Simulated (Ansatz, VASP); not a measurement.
Two plane-wave programs on Ni

Contents of INCAR:

```
PREC = Accurate
ENCUT = 520
EDIFF = 1E-6
ISMEAR = -1
SIGMA = 0.1
LREAL = F
LASPH = T
NELM = 150
ALGO = Normal
ISIF = 2
LWAVE = F
LCHARG = F
ISPIN = 2
MAGMOM = 2 2
LORBIT = 11
LMAXMIX = 4
GGA = PE
NBANDS = 21
```

KPOINTS

```
Automatic mesh
0
Gamma
  12 12 6
```

POSCAR

```
Ni
1.0
    0.0000000000      1.7710500000      1.7710500000
    1.7710500000      0.0000000000      1.7710500000
    3.5421000000      3.5421000000      0.0000000000
Ni
2
Direct
    0.0000000000      0.0000000000      0.0000000000
    0.0000000000      0.0000000000      0.5000000000
```

Input for Ansatz:

```yaml
crystal:
  lattice:
    - [0.0, 1.77105, 1.77105]
    - [1.77105, 0.0, 1.77105]
    - [3.5421, 3.5421, 0.0]
  atoms:
    - { symbol: Ni, position: [0.0, 0.0, 0.0], spin: 2.0 }
    - { symbol: Ni, position: [0.0, 0.0, 0.5], spin: 2.0 }
magnetization:
  spin_polarized: true
hamiltonian:
  xc: pbe
  pseudopotentials: { kind: paw }
basis:
  ecutwfc: 420
kpoints:
  mp_grid: { grid: [12, 12, 6] }
scf:
  occupations: { method: fermi_dirac, width: 0.1 }
output:
  forces: true
  stress: true
```

Alike in both runs: task single point; functional PBE; k mesh 12 × 12 × 6; occupations fermi-dirac, width 0.1 eV; collinear spin.

|  | VASP | Ansatz |
| --- | --- | --- |
| version | VASP 6.6.1 | Ansatz 0.2.0 |
| potentials or method | VASP PAW PBE potentials, release 64 (Ni), cutoff 520 eV | PAW, plane waves, scalar-relativistic |
| valence electrons in the cell | 20 | 36 |

Ansatz gave:

- pressure (GPa): -3.3
- net moment per atom (μB): 0.66
- size of the moment on the site where the two differ most (μB): 0.70

Q: Which values does VASP return?

A: Pressure (GPa): -3.3; net moment per atom (μB): 0.64; size of the moment on the site where the two differ most (μB): 0.65.

Site moments also hang on the region over which each program counts them. VASP's potentials hold 20 valence electrons a cell and Ansatz's 36, so a difference there can come from the potentials and not from the codes.
